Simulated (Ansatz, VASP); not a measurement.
KP3Ru: VASP beside Ansatz

The input INCAR:

```
PREC = Accurate
ENCUT = 600
EDIFF = 1E-7
ISMEAR = 0
SIGMA = 0.1
LREAL = False
LASPH = True
NELM = 60
ALGO = Normal
ISIF = 3
LWAVE = False
LCHARG = False
GGA = PE
IBRION = 2
NSW = 90
EDIFFG = -0.04
```

File KPOINTS:

```
Automatic mesh
0
Gamma
  4 4 4
```

File POSCAR:

```
KP3Ru
1.0
    4.6156638600      0.0000000000      0.0000000000
    0.0000000000      4.6156638600      0.0000000000
    0.0000000000      0.0000000000      4.6156638600
K P Ru
1 3 1
Direct
    0.5000000000      0.5000000000      0.5000000000
    0.0000000000      0.5000000000      0.5000000000
    0.5000000000      0.5000000000      0.0000000000
    0.5000000000      0.0000000000      0.5000000000
    0.0000000000      0.0000000000      0.0000000000
```

Input for Ansatz:

```yaml
crystal:
  lattice:
    - [4.61566386, 0.0, 0.0]
    - [0.0, 4.61566386, 0.0]
    - [0.0, 0.0, 4.61566386]
  atoms:
    - { symbol: K, position: [0.5, 0.5, 0.5] }
    - { symbol: P, position: [0.0, 0.5, 0.5] }
    - { symbol: P, position: [0.5, 0.5, 0.0] }
    - { symbol: P, position: [0.5, 0.0, 0.5] }
    - { symbol: Ru, position: [0.0, 0.0, 0.0] }
basis:
  ecutwfc: 420
kpoints:
  mp_grid: { grid: [4, 4, 4] }
hamiltonian:
  xc: pbe
scf:
  occupations: { method: gaussian, width: 0.1 }
  lower_state_search: "off"
output:
  forces: true
  stress: true
  eigenvalues: true
relax:
  adjacent_minimum: "off"
  f_tol: 0.04
  max_steps: 70
  cell: { stress_tol: 0.4 }
```

Change from the starting cell: species swapped into the EuRh3C type (Pm-3m, No. 221).

Alike in both runs: task relaxation of cell and atoms; functional PBE; k mesh 4 × 4 × 4; occupations gaussian, width 0.1 eV; no spin polarisation.

|  | VASP | Ansatz |
| --- | --- | --- |
| version | VASP 6.6.1 | Ansatz 0.2.0 |
| potentials or method | VASP PAW PBE potentials, release 64 (K_sv, P, Ru_pv), cutoff 600 eV | scalar-relativistic, plane waves, PAW |
| valence electrons in the cell | 38 | 40 |

Ansatz gave:

```
gap on the k mesh at the Fermi level, each at its own relaxed structure (eV) : none
relaxed volume (Å³/atom)                                                     : 23.79
relaxed length of the cell vector where the two differ most in proportion (Å)              : 4.918
```

Which values does VASP return?

gap on the k mesh at the Fermi level, each at its own relaxed structure (eV): none; relaxed volume (Å³/atom): 23.78; relaxed length of the cell vector where the two differ most in proportion (Å): 4.917.

A gap of «none» marks a metal or a gap that the smearing closes. VASP's potentials hold 38 valence electrons a cell and Ansatz's 40, so a difference there can come from the potentials and not from the codes.

Noted on VASP's run: the volume moved by over 15 % at a fixed basis, so the end points are rough.
